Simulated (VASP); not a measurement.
# HfTi2Si2 (P4/mmm) in VASP: relaxation of cell and atoms with PBE

Aim: the relaxation of cell and atoms of HfTi2Si2 with PBE.

All numbers are computed with VASP 6.6.1; they aren't measurements. Logs are shortened: lines on timing, memory, paths and dates and some standing lists are left out, and cuts for length are marked.

## 1. The cell of the first run

It takes space group P4/mmm (No. 123, tetragonal). The conventional cell has a = 3.574 Å, b = 3.574 Å, c = 6.705 Å, α = 90.00°, β = 90.00°, γ = 90.00°. Hf (site symmetry 4/mmm) has 2 Ti at 2.05 Å and 4 Si at 2.53 Å within 2.7 Å. Ti (site symmetry 4mm) has 1 Hf at 2.05 Å and 1 Ti at 2.60 Å within 2.7 Å. Within 3.4 Å of Si (site symmetry 4/mmm) lie 4 Hf at 2.53 Å and 8 Ti at 3.26 Å and 2 Si at 3.35 Å. Within 3.7 Å of Si (site symmetry 4/mmm) lie 8 Ti at 2.84 Å and 6 Si at 3.35 to 3.57 Å.

The cell was built from a structure type or drawn by symmetry, and may not be a known phase.

## 2. Relaxation of cell and atoms, PBE

INCAR

```
SYSTEM = HfTi2Si2
ALGO = Fast
EDIFF = 1E-7
EDIFFG = -0.04
ENCUT = 600
GGA = PE
IBRION = 2
ISIF = 3
ISMEAR = 0
LASPH = .True.
LCHARG = .False.
LREAL = .False.
LWAVE = .False.
NELM = 80
NSW = 90
PREC = Accurate
SIGMA = 0.1
```

KPOINTS

```
k-points
0
Gamma
  6 6 4
  0 0 0
```

POSCAR

```
HfTi2Si2
1.0
    3.5738291700      0.0000000000      0.0000000000
    0.0000000000      3.5738291700      0.0000000000
    0.0000000000      0.0000000000      6.7051837700
Hf Ti Si
1 2 2
Direct
    0.0000000000      0.0000000000      0.0000000000
    0.0000000000      0.0000000000      0.3063413700
    0.0000000000      0.0000000000      0.6936586300
    0.5000000000      0.5000000000      0.0000000000
    0.5000000000      0.5000000000      0.5000000000
```

Potentials or basis: VASP PAW PBE potentials, release 64 (Hf_pv, Ti_sv, Si).

Run with:

```sh
$ cat potpaw_PBE.64/Hf_pv/POTCAR potpaw_PBE.64/Ti_sv/POTCAR potpaw_PBE.64/Si/POTCAR > POTCAR
$ mpirun -np 1 vasp_std > vasp.out
```

OUTCAR:

```text
SYSTEM = HfTi2Si2
   EDIFF = 1E-7
   EDIFFG = -0.04
   ENCUT = 600
   GGA = PE
   IBRION = 2
   ISIF = 3
   ISMEAR = 0
   LASPH = .True.
   LREAL = .False.
   NELM = 80
   NSW = 90
   PREC = Accurate

 ion  position               nearest neighbor table
   1  0.000  0.000  0.000-   2 2.05   3 2.05   4 2.53   4 2.53   4 2.53   4 2.53
   2  0.000  0.000  0.306-   1 2.05   3 2.60   5 2.84   5 2.84   5 2.84   5 2.84
   3  0.000  0.000  0.694-   1 2.05   2 2.60   5 2.84   5 2.84   5 2.84   5 2.84
   4  0.500  0.500  0.000-   1 2.53   1 2.53   1 2.53   1 2.53
   5  0.500  0.500  0.500-   2 2.84   3 2.84   2 2.84   3 2.84   2 2.84   3 2.84   2 2.84   3 2.84

  LATTYP: Found a simple tetragonal cell.
 ALAT       =     3.5738291700
 C/A-ratio  =     1.8761903412

  Lattice vectors:

 A1 = (   3.5738291700,   0.0000000000,   0.0000000000)
 A2 = (   0.0000000000,   3.5738291700,   0.0000000000)
 A3 = (   0.0000000000,   0.0000000000,   6.7051837700)

Analysis of symmetry for initial positions (statically):
=====================================================================
 Subroutine PRICEL returns:
 Original cell was already a primitive cell.

 Routine SETGRP: Setting up the symmetry group for a
 simple tetragonal supercell.

 Subroutine GETGRP returns: Found 16 space group operations
 (whereof 16 operations were pure point group operations)
 out of a pool of 16 trial point group operations.

The static configuration has the point symmetry D_4h.

Analysis of symmetry for dynamics (positions and initial velocities):
=====================================================================
 Subroutine PRICEL returns:
 Original cell was already a primitive cell.

 Routine SETGRP: Setting up the symmetry group for a
 simple tetragonal supercell.

 Subroutine GETGRP returns: Found 16 space group operations
 (whereof 16 operations were pure point group operations)
 out of a pool of 16 trial point group operations.

The dynamic configuration has the point symmetry D_4h.

 Subroutine INISYM returns: Found 16 space group operations
 (whereof 16 operations are pure point group operations),
 and found     1 'primitive' translations

----------------------------------------------------------------------------------------

                                     Primitive cell

  volume of cell :      85.6403

  direct lattice vectors                    reciprocal lattice vectors
     3.573829170  0.000000000  0.000000000     0.279811919  0.000000000  0.000000000
     0.000000000  3.573829170  0.000000000     0.000000000  0.279811919  0.000000000
     0.000000000  0.000000000  6.705183770     0.000000000  0.000000000  0.149138343

  length of vectors
     3.573829170  3.573829170  6.705183770     0.279811919  0.279811919  0.149138343

  position of ions in fractional coordinates (direct lattice)
     0.000000000  0.000000000  0.000000000
     0.000000000  0.000000000  0.306341370
     0.000000000  0.000000000  0.693658630
     0.500000000  0.500000000  0.000000000
     0.500000000  0.500000000  0.500000000

  ion indices of the primitive-cell ions
   primitive index   ion index
                 1           1
                 2           2
                 3           3
                 4           4
                 5           5

----------------------------------------------------------------------------------------

 KPOINTS: k-points

Automatic generation of k-mesh.
 Grid dimensions read from file:
 generate k-points for:    6    6    4

 Generating k-lattice:

  Cartesian coordinates                     Fractional coordinates (reciprocal lattice)
     0.046635320  0.000000000  0.000000000     0.166666667  0.000000000  0.000000000
     0.000000000  0.046635320  0.000000000     0.000000000  0.166666667  0.000000000
     0.000000000  0.000000000  0.037284586     0.000000000  0.000000000  0.250000000

  Length of vectors
     0.046635320  0.046635320  0.037284586

  Shift w.r.t. Gamma in fractional coordinates (k-lattice)
     0.000000000  0.000000000  0.000000000

 Subroutine IBZKPT returns following result:
 ===========================================

 Found     30 irreducible k-points:

 Following reciprocal coordinates:
            Coordinates               Weight
  0.000000  0.000000  0.000000      1.000000
  0.166667  0.000000  0.000000      4.000000
  0.333333  0.000000  0.000000      4.000000
  0.500000  0.000000  0.000000      2.000000
  0.166667  0.166667  0.000000      4.000000
  0.333333  0.166667  0.000000      8.000000
[... 16 lines left out ...]
  0.333333  0.000000  0.500000      4.000000
  0.500000  0.000000  0.500000      2.000000
 [... further k-points ...]
   k-points           NKPTS =     30   k-points in BZ     NKDIM =     30   number of bands    NBANDS=     25
   number of dos      NEDOS =    301   number of ions     NIONS =      5
   total plane-waves  NPLWV =  48600
   dimension x,y,z NGX =    30 NGY =   30 NGZ =   54
   dimension x,y,z NGXF=    60 NGYF=   60 NGZF=  108
   ions per type =               1   2   2
   NGX,Y,Z   is equivalent  to a cutoff of  13.96, 13.96, 13.39 a.u.
   NGXF,Y,Z  is equivalent  to a cutoff of  27.91, 27.91, 26.78 a.u.
 SYSTEM =  HfTi2Si2
   PREC   = accura    normal or accurate (medium, high low for compatibility)
   ISTART =      0    job   : 0-new  1-cont  2-samecut
   ICHARG =      2    charge: 1-file 2-atom 10-const
   ISPIN  =      1    spin polarized calculation?
   LNONCOLLINEAR =      F non collinear calculations
   LSORBIT =      F    spin-orbit coupling
   LASPH  =      T    aspherical Exc in radial PAW
   ENCUT  =  600.0 eV  44.10 Ry    6.64 a.u.   7.14  7.14 13.39*2*pi/ulx,y,z
   NELM   =     80;   NELMIN=  2; NELMDL= -5     # of ELM steps
   EDIFF  = 0.1E-06   stopping-criterion for ELM
   LREAL  =      F    real-space projection
   EDIFFG = -.4E-01   stopping-criterion for IOM
   NSW    =     90    number of steps for IOM
   IBRION =      2    ionic relax: 0-MD 1-quasi-New 2-CG
   NFREE  =      1    steps in history (QN), initial steepest desc. (CG)
   ISIF   =      3    stress and relaxation
   ISYM   =      2    0-nonsym 1-usesym 2-fastsym
   POTIM  = 0.5000    time-step for ionic-motion
   TEBEG  =    0.0;   TEEND  =   0.0 temperature during run
   PSTRESS=    0.0 pullay stress
   NELECT =      42.0000    total number of electrons
   NUPDOWN=      -1.0000    fix difference up-down
   EMIN   =  10.00;   EMAX   =-10.00  energy-range for DOS
   EFERMI =   0.00;   METHOD = LEGACY
   ISMEAR =     0;   SIGMA  =   0.10  broadening in eV -4-tet -1-fermi 0-gaus
   EFERMI_NEDOS =   21; number of points for ismear=-14 and -15
   IALGO  =     68    algorithm
   IMIX   =      4    mixing-type and parameters
     AMIX     =   0.40;   BMIX     =  1.00
     AMIX_MAG =   1.60;   BMIX_MAG =  1.00
  volume/ion in A,a.u.               =      17.13       115.59
  Fermi-wavevector in a.u.,A,eV,Ry     =   1.291017  2.439668 22.677156  1.666724
  Thomas-Fermi vector in A             =   2.422813
   LORBIT       =      0    0 simple, 1 ext, 2 COOP (PROOUT), +10 PAW based schemes
   GGA     = PE    functional components
   LHFCALC =     F    Hartree Fock is set to
   AEXX    =    0.0000 exact exchange contribution
   IVDW    =     0    specifies the selected vdW correction
   LEPSILON=     F    determine dielectric tensor
   LRPA    =     F    only Hartree local field effects (RPA)
 conjugate gradient relaxation of ions
 non-spin polarized calculation
 RMM-DIIS sequential band-by-band and
 Gauss-broadening in eV      SIGMA  =   0.10
  energy-cutoff  :      600.00
  volume of cell :       85.64
 maximum number of plane-waves:      2908
 NGX is ok and might be reduce to    30
   NGX = 15   NGY = 15   NGZ = 27

--------------------------------------- Ionic step        1  -------------------------------------------

 number of electron      41.9999995 magnetization

 Free energy of the ion-electron system (eV)
  ---------------------------------------------------
  ext. energy  EPLUGINS =         0.00000000
  ---------------------------------------------------
  free energy    TOTEN  =       -32.58211453 eV

  energy without entropy =      -32.55949662  energy(sigma->0) =      -32.57080557

------------------------ aborting loop EDIFF was not reached (unconverged)  ----------------------------

  FORCE on cell =-STRESS in cart. coord.  units (eV):
  Direction    XX          YY          ZZ          XY          YZ          ZX
  --------------------------------------------------------------------------------------
  -------------------------------------------------------------------------------------
  Total        0.1372477      0.1372477     24.9699054      0.0000000      0.0000000     -0.0000000
  in kB        2.5676584      2.5676584    467.1423221      0.0000000      0.0000000     -0.0000000
  external PRESSURE =     157.4258796 kB  Pullay stress =       0.0000000 kB
[... 297 lines left out ...]
  energy  without entropy=      -35.2266315922  energy(sigma->0) =      -35.23980071

--------------------------------------- Ionic step        9  -------------------------------------------

 number of electron      42.0000003 magnetization

 Free energy of the ion-electron system (eV)
  ---------------------------------------------------
  ext. energy  EPLUGINS =         0.00000000
  ---------------------------------------------------
  free energy    TOTEN  =       -35.25342783 eV

  energy without entropy =      -35.22742859  energy(sigma->0) =      -35.24042821

 E-fermi :   6.2349     XC(G=0): -10.5716

 val. band max:        6.2277982661   @ k =   0.1667   0.1667   0.0000
 cond. band min:       6.2398156362   @ k =   0.3333   0.3333   0.5000
 fundamental gap:      0.0120173701
 Fermi energy:         6.2348704880

 k-point     1 :       0.0000    0.0000    0.0000
  band No.  band energies     occupation
      1     -50.7059      2.00000
      2     -50.5424      2.00000
      3     -27.2410      2.00000
      4     -27.0079      2.00000
      5     -27.0079      2.00000
      6     -26.8882      2.00000
[... 661 lines left out ...]
     24       7.3102      0.00000
     25       8.0427      0.00000

 [... further k-points ...]

------------------------ aborting loop because EDIFF is reached ----------------------------------------

  FORCE on cell =-STRESS in cart. coord.  units (eV):
  Direction    XX          YY          ZZ          XY          YZ          ZX
  --------------------------------------------------------------------------------------
  -------------------------------------------------------------------------------------
  Total        0.0067639      0.0067639      0.1819712      0.0000000      0.0000000     -0.0000000
  in kB        0.1105607      0.1105607      2.9744579      0.0000000      0.0000000     -0.0000000
  external PRESSURE =       1.0651931 kB  Pullay stress =       0.0000000 kB
[... 20 lines left out ...]
  FREE ENERGIE OF THE ION-ELECTRON SYSTEM (eV)
  ---------------------------------------------------
  free  energy   TOTEN  =       -35.2534278343 eV

  energy  without entropy=      -35.2274285867  energy(sigma->0) =      -35.24042821

 reached required accuracy - stopping structural energy minimisation
```

It took 22 min on 1 thread of Intel Xeon 6975P-C (Granite Rapids), shared host; peak memory 0.28 GiB.

What came out:

| Quantity | Value |
| --- | --- |
| Free energy | -35.2534 eV |
| Relaxed volume | 19.60 Å³/atom |
| Relaxed cell | a = 3.557 Å, b = 3.557 Å, c = 7.745 Å, α = 90.00°, β = 90.00°, γ = 90.00° |
| Space group after relaxing (to 0.1 Å) | P4/mmm (No. 123) |
| Energy gained by relaxing | 534.3 meV/atom |
| Ionic steps | 9 |
| Pressure after relaxing | 0.1 GPa |
| Largest force after relaxing | 0.017 eV/Å |
| Band gap on the k mesh | zero (bands 21 and 22 overlap by 0.61 eV) |

Forces on the atoms (eV/Å):
```
Hf   0.000  0.000  0.000
Ti   0.000  0.000  0.017
Ti   0.000  0.000 -0.017
Si   0.000  0.000  0.000
Si   0.000  0.000  0.000
```

Step by step:
```csv
step,energy change (eV),largest force (eV/Å),pressure (GPa),volume (Å³)
1,0.0000,6.5433,15.74,85.64
2,-2.4502,0.0899,-4.16,106.55
3,-2.6382,0.5512,-1.57,99.25
4,-2.6439,0.4030,-2.14,100.41
5,-2.6439,0.4408,-2.00,100.10
6,-2.6638,0.1024,1.26,96.89
7,-2.6665,0.1950,0.38,97.71
8,-2.6709,0.0746,0.19,97.92
9,-2.6713,0.0173,0.11,98.02
```

Final structure:
```cif
data_structure
_symmetry_space_group_name_H-M 'P 1'
_symmetry_Int_Tables_number 1
_cell_length_a 3.5574
_cell_length_b 3.5574
_cell_length_c 7.7452
_cell_angle_alpha 90.000
_cell_angle_beta 90.000
_cell_angle_gamma 90.000
_cell_volume 98.02
loop_
_atom_site_label
_atom_site_type_symbol
_atom_site_fract_x
_atom_site_fract_y
_atom_site_fract_z
_atom_site_occupancy
Hf1 Hf 0.00000 0.00000 0.00000 1
Ti1 Ti 0.00000 0.00000 0.34597 1
Ti2 Ti 0.00000 0.00000 0.65403 1
Si1 Si 0.50000 0.50000 0.00000 1
Si2 Si 0.50000 0.50000 0.50000 1
```

Caveat: a cell axis changed by over 15 % at a fixed basis, so the end point is rough; spin-orbit coupling is left out, which moves the levels of the heavy elements.
